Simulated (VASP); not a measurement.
# Ti6H in VASP: a series of runs, part 2 of 2

VASP 6.6.1. Earlier steps stand in the parts before.

## 3. Single point, PBE

INCAR

```
  ALGO = Normal
  DIPOL = 0.5 0.5 0.349
  EDIFF = 1E-6
  ENCUT = 520
  GGA = PE
  IDIPOL = 3
  ISIF = 2
  ISMEAR = 0
  LASPH = T
  LCHARG = F
  LDIPOL = T
  LREAL = F
  LWAVE = F
  NBANDS = 46
  NELM = 60
  PREC = Accurate
  SIGMA = 0.1
```

KPOINTS

```
k-points
0
Gamma
  9 6 1
```

POSCAR

```
Ti6H
1.0
    2.9381632085      0.0000000000      0.0000000000
    0.0000000000      4.6504654182      0.0000000000
    0.0000000000      0.0000000000     21.2842242132
Ti H
6 1
Direct
    0.0000000000      0.7500000000      0.1879326190
    0.5000000000      0.2500000000      0.2277825403
    0.5000000000      0.7500000000      0.3074823829
    0.0000000000      0.2500000000      0.3461291980
    0.1455871696      0.6886005258      0.4268285848
    0.6006025176      0.1782084099      0.4602310905
    0.6666666667      0.5833333333      0.4842522062
```

Potentials or basis: VASP PAW PBE potentials, release 64 (Ti_sv, H).

The run is started by

```sh
$ cat potpaw_PBE.64/Ti_sv/POTCAR potpaw_PBE.64/H/POTCAR > POTCAR
$ mpirun -np 1 vasp_std > vasp.out
```

OUTCAR:

```text
EDIFF = 1E-6
   ENCUT = 520
   GGA = PE
   ISIF = 2
   ISMEAR = 0
   LASPH = T
   LREAL = F
   NELM = 60
   PREC = Accurate

 ion  position               nearest neighbor table
   1  0.000  0.750  0.188-   2 2.88   2 2.88   2 2.88   2 2.88
   2  0.500  0.250  0.228-   1 2.88   1 2.88   1 2.88   1 2.88   3 2.88   3 2.88   4 2.92   4 2.92

   3  0.500  0.750  0.307-   5 2.76   4 2.87   4 2.87   4 2.87   4 2.87   2 2.88   2 2.88
   4  0.000  0.250  0.346-   5 2.70   6 2.72   3 2.87   3 2.87   3 2.87   3 2.87   2 2.92   2 2.92

   5  0.146  0.689  0.427-   4 2.70   6 2.73   3 2.76   6 2.82   6 2.87
   6  0.601  0.178  0.460-   4 2.72   5 2.73   5 2.82   5 2.87
   7  0.667  0.583  0.484-

  LATTYP: Found a simple orthorhombic cell.
 ALAT       =     2.9381632085
 B/A-ratio  =     1.5827798145
 C/A-ratio  =     7.2440578357

  Lattice vectors:

 A1 = (   2.9381632085,   0.0000000000,   0.0000000000)
 A2 = (   0.0000000000,   4.6504654182,   0.0000000000)
 A3 = (   0.0000000000,   0.0000000000,  21.2842242132)

Analysis of symmetry for initial positions (statically):
=====================================================================
 Subroutine PRICEL returns:
 Original cell was already a primitive cell.

 Routine SETGRP: Setting up the symmetry group for a
 simple orthorhombic supercell.

 Subroutine GETGRP returns: Found  1 space group operations
 (whereof  1 operations were pure point group operations)
 out of a pool of  8 trial point group operations.

The static configuration has the point symmetry C_1 .

Analysis of symmetry for dynamics (positions and initial velocities):
=====================================================================
 Subroutine PRICEL returns:
 Original cell was already a primitive cell.

 Routine SETGRP: Setting up the symmetry group for a
 simple orthorhombic supercell.
[... 142 lines left out ...]
   AEXX    =    0.0000 exact exchange contribution
   IVDW    =     0    specifies the selected vdW correction
   LEPSILON=     F    determine dielectric tensor
   LRPA    =     F    only Hartree local field effects (RPA)
 non-spin polarized calculation
 Gauss-broadening in eV      SIGMA  =   0.10
  energy-cutoff  :      520.00
  volume of cell :      290.82
 maximum number of plane-waves:      7881
 NGX is ok and might be reduce to    24
   NGX = 11   NGY = 17   NGZ = 79

 dipolmoment           0.000000      0.000000      0.000805 electrons x Angstroem

 number of electron      73.0000009 magnetization

 dipolmoment           0.000000      0.000000     -0.002873 electrons x Angstroem

 Free energy of the ion-electron system (eV)
  ---------------------------------------------------
  ext. energy  EPLUGINS =         0.00000000
  ---------------------------------------------------
  free energy    TOTEN  =       -47.71216248 eV

  energy without entropy =      -47.65919002  energy(sigma->0) =      -47.68567625

 E-fermi :   0.7253     XC(G=0):  -5.1377

 val. band max:        0.7181219856   @ k =   0.2222   0.0000   0.0000
 cond. band min:       0.7275074421   @ k =   0.1111   0.3333   0.0000
 fundamental gap:      0.0093854565
 Fermi energy:         0.7252790372

 k-point     1 :       0.0000    0.0000    0.0000
  band No.  band energies     occupation
      1     -56.3474      2.00000
      2     -56.1942      2.00000
      3     -56.0553      2.00000
      4     -56.0048      2.00000
      5     -55.8853      2.00000
      6     -55.7984      2.00000
[... 1165 lines left out ...]
     45       2.1449      0.00000
     46       2.2403      0.00000

 [... further k-points ...]

------------------------ aborting loop because EDIFF is reached ----------------------------------------

 vacuum level on the upper side and lower side of the slab       (xc-potential included)        -0.175        -0.172

  FORCE on cell =-STRESS in cart. coord.  units (eV):
  Direction    XX          YY          ZZ          XY          YZ          ZX
  --------------------------------------------------------------------------------------
  -------------------------------------------------------------------------------------
  Total       -2.8936290     -2.5584079     -1.1566743      0.2771454      1.0204670     -0.9169137
  in kB      -15.9412829    -14.0945171     -6.3722309      1.5268210      5.6218518     -5.0513663
  external PRESSURE =     -12.1360103 kB  Pullay stress =       0.0000000 kB

 VOLUME and BASIS-vectors are now :
 -----------------------------------------------------------------------------
  energy-cutoff  :      520.00
  volume of cell :      290.82
      direct lattice vectors                 reciprocal lattice vectors
     2.938163208  0.000000000  0.000000000     0.340348690  0.000000000  0.000000000
     0.000000000  4.650465418  0.000000000     0.000000000  0.215032241  0.000000000
     0.000000000  0.000000000 21.284224213     0.000000000  0.000000000  0.046983155

 POSITION                                       TOTAL-FORCE (eV/Angst)
 -----------------------------------------------------------------------------------
      0.00000      3.48785      4.00000        -0.006975     -0.004166      0.383228
      1.46908      1.16262      4.84817        -0.010677     -0.017802      0.065882
      1.46908      3.48785      6.54452         0.298499      0.049800     -0.457154
      0.00000      1.16262      7.36709        -0.032071     -0.363567      0.023454
      0.42776      3.20231      9.08472        -0.009231     -0.019900     -0.009243
      1.76467      0.82875      9.79566         0.003249      0.016048     -0.008518
      1.95878      2.71277     10.30693        -0.242793      0.339587      0.002351
 -----------------------------------------------------------------------------------
    total drift:                               -0.000075      0.000229     -0.000220

  FREE ENERGIE OF THE ION-ELECTRON SYSTEM (eV)
  ---------------------------------------------------
  free  energy   TOTEN  =       -47.7121624845 eV

  energy  without entropy=      -47.6591900189  energy(sigma->0) =      -47.68567625

 vacuum level on the upper side and lower side of the slab         4.351         4.335
```

OSZICAR:

```text
N       E                     dE             d eps       ncg     rms          rms(c)
DAV:   1     0.902388764738E+03    0.90239E+03   -0.39599E+04  2984   0.159E+03
DAV:   2     0.709376534276E+02   -0.83145E+03   -0.81749E+03  2668   0.513E+02
DAV:   3    -0.332038288841E+02   -0.10414E+03   -0.10183E+03  4186   0.161E+02
[... 24 lines left out ...]
DAV:  28    -0.477121483726E+02   -0.23722E-04   -0.26438E-06  2304   0.886E-03    0.197E-03
DAV:  29    -0.477121582124E+02   -0.98398E-05   -0.94376E-07  1840   0.531E-03    0.108E-03
DAV:  30    -0.477121608829E+02   -0.26706E-05   -0.25421E-07  1668   0.321E-03    0.699E-04
DAV:  31    -0.477121620761E+02   -0.11931E-05   -0.16998E-07  1614   0.207E-03    0.946E-04
DAV:  32    -0.477121624845E+02   -0.40843E-06   -0.75908E-08  1576   0.160E-03
   1 F= -.47712162E+02 E0= -.47685676E+02  d E =-.529725E-01
```

stdout:

```text
POSCAR found type information on POSCAR TiH
 POSCAR found :  2 types and       7 ions
 scaLAPACK will be used
 LDA part: xc-table for (Slater+PW92), standard interpolation
 POSCAR, INCAR and KPOINTS ok, starting setup
 FFT: planning ... GRIDC
 FFT: planning ... GRID_SOFT
 FFT: planning ... GRID
 WAVECAR not read
 entering main loop
```

Wall time 6.6 min (1 thread of Intel Xeon 6975P-C (Granite Rapids), shared host); peak memory 0.5 GiB.

Results:

| Property | Result |
| --- | --- |
| Free energy | -47.7122 eV |
| Largest force | 0.548 eV/Å |
| Band gap on the k mesh | zero (an odd number of electrons rules out a gap without spin polarisation) |

Forces on the atoms (eV/Å):
```
Ti  -0.007 -0.004  0.383
Ti  -0.011 -0.018  0.066
Ti   0.298  0.050 -0.457
Ti  -0.032 -0.364  0.023
Ti  -0.009 -0.020 -0.009
Ti   0.003  0.016 -0.009
H   -0.243  0.340  0.002
```

Levels at points of the mesh, in eV from the Fermi level:
```
           k point  band 34  band 35  band 36  band 37  band 38  band 39  band 40  band 41
(0.00, 0.00, 0.00)    -0.51    -0.14     0.19     0.38     0.62     0.74     0.82     0.86
(0.00, 0.50, 0.00)    -0.57    -0.14    -0.08     0.08     0.26     0.31     0.47     0.64
```

## 4. Single point, PBE

INCAR

```
  PREC = Accurate
  ENCUT = 520
  EDIFF = 1E-6
  ISMEAR = 0
  SIGMA = 0.1
  LREAL = F
  LASPH = T
  NELM = 100
  ALGO = Normal
  ISIF = 2
  LWAVE = F
  LCHARG = T
  LDIPOL = T
  IDIPOL = 3
  DIPOL = 0.5 0.5 0.352
  GGA = PE
  LELF = T
  LVHAR = T
  LVACPOTAV = T
  NBANDS = 46
```

KPOINTS

```
regular mesh
0
Gamma
  9 6 1
```

Edit POSCAR of step 3 so:

```diff
@@ -12,4 +12,4 @@
     0.0000000000      0.2500000000      0.3461291980
-    0.1455871696      0.6886005258      0.4268285848
-    0.6006025176      0.1782084099      0.4602310905
-    0.6666666667      0.5833333333      0.4842522062
+   -0.1456296050      0.6943680807      0.4293824779
+    0.3691121128      0.2121792200      0.4619755687
+    0.8333333333      0.4166666667      0.5023978886
```

The run is started by

```sh
$ cat potpaw_PBE.64/Ti_sv/POTCAR potpaw_PBE.64/H/POTCAR > POTCAR
$ mpirun -np 1 vasp_std > vasp.out
```

Wall time 6.2 min (1 thread of Intel Xeon 6975P-C (Granite Rapids), shared host); peak memory 0.52 GiB.

Results (log left out):

```yaml
Free_energy: -47.7490 eV
Largest_force: 0.523 eV/Å
Band_gap_on_the_k_mesh: zero (an odd number of electrons rules out a gap without spin polarisation)
```

Forces in eV/Å, atoms in the order of the input:
```
Ti   0.004  0.012  0.349
Ti   0.024 -0.038  0.117
Ti  -0.303  0.050 -0.303
Ti  -0.195 -0.222 -0.153
Ti   0.002  0.011 -0.002
Ti  -0.012 -0.022 -0.019
H    0.479  0.209  0.012
```

Levels at points of the mesh, in eV from the Fermi level:
| k point | band 34 | band 35 | band 36 | band 37 | band 38 | band 39 | band 40 | band 41 |
| --- | --- | --- | --- | --- | --- | --- | --- | --- |
| (0.00, 0.00, 0.00) | -0.49 | -0.14 | 0.19 | 0.35 | 0.60 | 0.75 | 0.78 | 0.83 |
| (0.00, 0.50, 0.00) | -0.54 | -0.15 | -0.02 | 0.12 | 0.26 | 0.43 | 0.45 | 0.59 |

## 5. Single point, PBE

INCAR

```
SYSTEM = Ti6H
PREC = Accurate
ENCUT = 520
EDIFF = 1E-7
ISMEAR = 0
SIGMA = 0.1
LREAL = .False.
LASPH = .True.
NELM = 80
ALGO = Normal
ISIF = 2
LWAVE = .False.
LCHARG = .True.
LDIPOL = .True.
IDIPOL = 3
DIPOL = 0.5 0.5 0.353
GGA = PE
LELF = .True.
LVHAR = .True.
LVACPOTAV = .True.
NBANDS = 46
```

KPOINTS

```
Automatic mesh
0
Gamma
  9 6 1
  0 0 0
```

Edit POSCAR of step 4 so:

```diff
@@ -12,4 +12,4 @@
     0.0000000000      0.2500000000      0.3461291980
-   -0.1456296050      0.6943680807      0.4293824779
-    0.3691121128      0.2121792200      0.4619755687
-    0.8333333333      0.4166666667      0.5023978886
+   -0.2944939767      0.6638394367      0.4305051053
+    0.2053634690      0.1917491324      0.4679043766
+    0.6666666667      0.4166666667      0.5057896687
```

The run is started by

```sh
$ cat potpaw_PBE.64/Ti_sv/POTCAR potpaw_PBE.64/H/POTCAR > POTCAR
$ mpirun -np 1 vasp_std > vasp.out
```

It took 7.1 min on 1 thread of Intel Xeon 6975P-C (Granite Rapids), shared host; peak memory 0.51 GiB.

Results (log left out):

```yaml
Free_energy: -47.5127 eV
Largest_force: 0.632 eV/Å
Band_gap_on_the_k_mesh: zero (an odd number of electrons rules out a gap without spin polarisation)
```

Forces in eV/Å, atoms in the order of the input:
```
Ti   0.012  0.001  0.377
Ti   0.019 -0.073  0.145
Ti  -0.253 -0.006 -0.579
Ti  -0.212  0.054  0.072
Ti   0.008 -0.011  0.011
Ti  -0.020 -0.004 -0.018
H    0.446  0.040 -0.008
```

Levels at points of the mesh, in eV from the Fermi level:
```
           k point  band 34  band 35  band 36  band 37  band 38  band 39
(0.00, 0.00, 0.00)    -0.37    -0.17     0.01     0.29     0.59     0.72
(0.00, 0.50, 0.00)    -0.36    -0.25    -0.10     0.18     0.26     0.38
```

## 6. Overview

```csv
cell,gap on the mesh (eV),largest force (eV/Å)
"as given, atomic positions A",none,0.61
"as given, atomic positions B",none,0.55
"as given, atomic positions C",none,0.52
"as given, atomic positions D",none,0.63
```

Alike in all rows: task single point; level PBE; potentials or basis VASP PAW PBE potentials, release 64 (Ti_sv, H); no spin polarisation; k mesh 9 × 6 × 1; cutoff (eV) 520; smearing gaussian 0.1 eV.

Absolute energies hang on the potentials; compare differences alone.
